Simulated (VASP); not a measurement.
# Pt (R-3m) in VASP: a series of runs, part 3 of 3

VASP 6.6.1. The steps go on from the part before.

**6. Single point, PBE**

This run uses another cell than the first one, of 16.34 Å³/atom.

Input file INCAR:

```
SYSTEM = Pt
ALGO     = Normal         ! electronic algorithm
EDIFF    = 1E-6           ! SCF threshold, eV
ENCUT    = 520            ! plane-wave cutoff, eV
GGA      = PE             ! functional
ISIF     = 2              ! what is computed and relaxed
ISMEAR   = 0              ! smearing method
LASPH    = .True.         ! aspherical terms in the spheres
LCHARG   = .False.        ! write CHGCAR
LREAL    = .False.        ! projectors in reciprocal space
LWAVE    = .False.        ! write WAVECAR
NBANDS   = 11             ! bands
NELM     = 60             ! most SCF steps
PREC     = Accurate       ! precision mode
SIGMA    = 0.15           ! smearing width, eV
```

Input file KPOINTS:

```
k-points
0
Gamma
  20 20 20
  0 0 0
```

Input file POSCAR:

```
Pt
1.0
    0.2977447067      2.1735363591      2.1735363591
    2.1735363591      0.2977447067      2.1735363591
    2.1735363591      2.1735363591      0.2977447067
Pt
1
Direct
    0.0000000000      0.0000000000      0.0000000000
```

Potentials or basis: VASP PAW PBE potentials, release 64 (Pt).

Launch:

```console
$ cat potpaw_PBE.64/Pt/POTCAR > POTCAR
$ mpirun -np 1 vasp_std > vasp.out
```

OUTCAR:

```text
SYSTEM = Pt
   EDIFF = 1E-6
   ENCUT = 520
   GGA = PE
   ISIF = 2
   ISMEAR = 0
   LASPH = .True.
   LREAL = .False.
   NELM = 60
   PREC = Accurate

 ion  position               nearest neighbor table
   1  0.000  0.000  0.000-

  LATTYP: Found a trigonal (rhomboedric) cell.
 ALAT       =     3.0882312930
 COS(alpha) =     0.6310652538

  Lattice vectors:

 A1 = (   0.2977447067,   2.1735363591,   2.1735363591)
 A2 = (   2.1735363591,   0.2977447067,   2.1735363591)
 A3 = (   2.1735363591,   2.1735363591,   0.2977447067)

Analysis of symmetry for initial positions (statically):
=====================================================================
 Subroutine PRICEL returns:
 Original cell was already a primitive cell.

 Routine SETGRP: Setting up the symmetry group for a
 trigonal (rhombohedral) supercell.

 Subroutine GETGRP returns: Found 12 space group operations
 (whereof 12 operations were pure point group operations)
 out of a pool of 12 trial point group operations.

The static configuration has the point symmetry D_3d.

Analysis of symmetry for dynamics (positions and initial velocities):
=====================================================================
 Subroutine PRICEL returns:
 Original cell was already a primitive cell.

 Routine SETGRP: Setting up the symmetry group for a
 trigonal (rhombohedral) supercell.

 Subroutine GETGRP returns: Found 12 space group operations
 (whereof 12 operations were pure point group operations)
 out of a pool of 12 trial point group operations.

The dynamic configuration has the point symmetry D_3d.

 Subroutine INISYM returns: Found 12 space group operations
 (whereof 12 operations are pure point group operations),
 and found     1 'primitive' translations

----------------------------------------------------------------------------------------

[... 114 lines left out ...]
   LORBIT       =      0    0 simple, 1 ext, 2 COOP (PROOUT), +10 PAW based schemes
   GGA     = PE    functional components
   LHFCALC =     F    Hartree Fock is set to
   AEXX    =    0.0000 exact exchange contribution
   IVDW    =     0    specifies the selected vdW correction
   LEPSILON=     F    determine dielectric tensor
   LRPA    =     F    only Hartree local field effects (RPA)
 non-spin polarized calculation
 Gauss-broadening in eV      SIGMA  =   0.15
  energy-cutoff  :      520.00
  volume of cell :       16.34
 maximum number of plane-waves:       453
   NGX = 11   NGY = 11   NGZ = 11

 number of electron      10.0000000 magnetization

 Free energy of the ion-electron system (eV)
  ---------------------------------------------------
  ext. energy  EPLUGINS =         0.00000000
  ---------------------------------------------------
  free energy    TOTEN  =        -5.89186586 eV

  energy without entropy =       -5.87419360  energy(sigma->0) =       -5.88302973

 E-fermi :   9.6880     XC(G=0): -12.9540

 val. band max:        9.6859140906   @ k =  -0.4500   0.3500   0.0500
 cond. band min:       9.6945694386   @ k =   0.4500   0.4500   0.3000
 fundamental gap:      0.0086553479
 Fermi energy:         9.6879803193

 k-point     1 :       0.0000    0.0000    0.0000
  band No.  band energies     occupation
      1       0.3480      2.00000
      2       5.1389      2.00000
      3       6.4464      2.00000
      4       6.4464      2.00000
      5       8.9909      2.00000
      6       8.9909      2.00000
      7      22.4589      0.00000
      8      26.8609      0.00000
      9      31.8539      0.00000
     10      31.8539      0.00000
     11      32.9465      0.00000
[... 309 lines left out ...]
 k-point    24 :      -0.3500    0.0500    0.0000
  band No.  band energies     occupation
      1       3.2037      2.00000
      2       5.5734      2.00000
      3       7.4523      2.00000
      4       7.8076      2.00000
      5       8.5171      2.00000
      6      10.2479      0.00000
      7      19.6430      0.00000
      8      24.4364      0.00000
      9      27.9210      0.00000
     10      30.3040      0.00000
     11      32.5226      0.00000

 [... further k-points ...]

------------------------ aborting loop because EDIFF is reached ----------------------------------------

  FORCE on cell =-STRESS in cart. coord.  units (eV):
  Direction    XX          YY          ZZ          XY          YZ          ZX
  --------------------------------------------------------------------------------------
  -------------------------------------------------------------------------------------
  Total        0.2511829      0.2511829      0.2511829     -1.0505511     -1.0505511     -1.0505511
  in kB       24.6242383     24.6242383     24.6242383   -102.9887826   -102.9887826   -102.9887826
  external PRESSURE =      24.6242383 kB  Pullay stress =       0.0000000 kB

 VOLUME and BASIS-vectors are now :
 -----------------------------------------------------------------------------
  energy-cutoff  :      520.00
  volume of cell :       16.34
      direct lattice vectors                 reciprocal lattice vectors
     0.297744707  2.173536359  2.173536359    -0.283640926  0.249467321  0.249467321
     2.173536359  0.297744707  2.173536359     0.249467321 -0.283640926  0.249467321
     2.173536359  2.173536359  0.297744707     0.249467321  0.249467321 -0.283640926

 POSITION                                       TOTAL-FORCE (eV/Angst)
 -----------------------------------------------------------------------------------
      0.00000      0.00000      0.00000         0.000000      0.000000     -0.000000
 -----------------------------------------------------------------------------------
    total drift:                                0.000000      0.000000     -0.000000

  FREE ENERGIE OF THE ION-ELECTRON SYSTEM (eV)
  ---------------------------------------------------
  free  energy   TOTEN  =        -5.8918658578 eV

  energy  without entropy=       -5.8741936009  energy(sigma->0) =       -5.88302973
```

OSZICAR:

```text
N       E                     dE             d eps       ncg     rms          rms(c)
DAV:   1     0.395006235206E+02    0.39501E+02   -0.53147E+03 17561   0.839E+02
DAV:   2    -0.567349697351E+01   -0.45174E+02   -0.43433E+02 19450   0.174E+02
DAV:   3    -0.627595866080E+01   -0.60246E+00   -0.59901E+00 20367   0.193E+01
DAV:   4    -0.627854672410E+01   -0.25881E-02   -0.25879E-02 19452   0.147E+00
DAV:   5    -0.627857035408E+01   -0.23630E-04   -0.23629E-04 20264   0.133E-01    0.110E+01
DAV:   6    -0.592709978297E+01    0.35147E+00   -0.88082E-01 18556   0.721E+00    0.590E+00
DAV:   7    -0.589521958781E+01    0.31880E-01   -0.11207E-01 20047   0.252E+00    0.247E+00
DAV:   8    -0.589199895092E+01    0.32206E-02   -0.48266E-03 18745   0.580E-01    0.419E-01
DAV:   9    -0.589186007790E+01    0.13887E-03   -0.13044E-04 19144   0.965E-02    0.642E-02
DAV:  10    -0.589186534204E+01   -0.52641E-05   -0.53644E-06 19850   0.169E-02    0.861E-03
DAV:  11    -0.589186585783E+01   -0.51579E-06   -0.32117E-07 11090   0.509E-03
   1 F= -.58918659E+01 E0= -.58830297E+01  d E =-.176723E-01
```

It took 44 s on 1 thread of Intel Xeon 6975P-C (Granite Rapids), shared host; peak memory 0.26 GiB.

What came out:

| Item | Value |
| --- | --- |
| Free energy | -5.8919 eV |
| Pressure | 2.5 GPa |
| Band gap on the k mesh | zero (bands 5 and 6 overlap by 2.36 eV) |

Levels at points of the mesh, in eV from the Fermi level:
```
           k point  band 1  band 2  band 3  band 4  band 5  band 6  band 7  band 8  band 9  band 10
(0.00, 0.00, 0.00)   -9.34   -4.55   -3.24   -3.24   -0.70   -0.70   12.77   17.17   22.17    22.17
(0.50, 0.00, 0.00)   -6.66   -4.38   -1.99   -0.86    0.67    1.03    6.83   13.34   17.14    19.35
(0.50, 0.50, 0.00)   -6.67   -5.63   -0.30    0.23    1.09    2.27    8.74    9.21   14.03    18.54
(0.50, 0.50, 0.50)   -7.46   -3.39   -3.39   -1.30    0.05    0.05    2.70   15.90   22.07    22.07
```

Caveat: spin-orbit coupling is left out, which moves the levels of the heavy elements.

**7. Summary**

| cell | gap on the mesh (eV) | pressure (GPa) |
| --- | --- | --- |
| a = 2.642 Å, angles 70.4°, 1 atom | none | 8.6 |
| a = 2.702 Å, angles 66.8°, 1 atom | none | -0.3 |
| a = 2.982 Å, angles 53.7°, 1 atom | none | 0.2 |
| a = 2.669 Å, angles 70.3°, 1 atom | none | 1.0 |
| a = 3.088 Å, angles 50.9°, 1 atom | none | 2.5 |

Alike in all rows: task single point; level PBE; potentials or basis VASP PAW PBE potentials, release 64 (Pt); no spin polarisation; k mesh 20 × 20 × 20; cutoff (eV) 520; smearing gaussian 0.15 eV.

Caveats: spin-orbit coupling is left out, which moves the levels of the heavy elements; the cell stands under pressure (at least some runs).

Absolute energies hang on the potentials; compare differences alone.
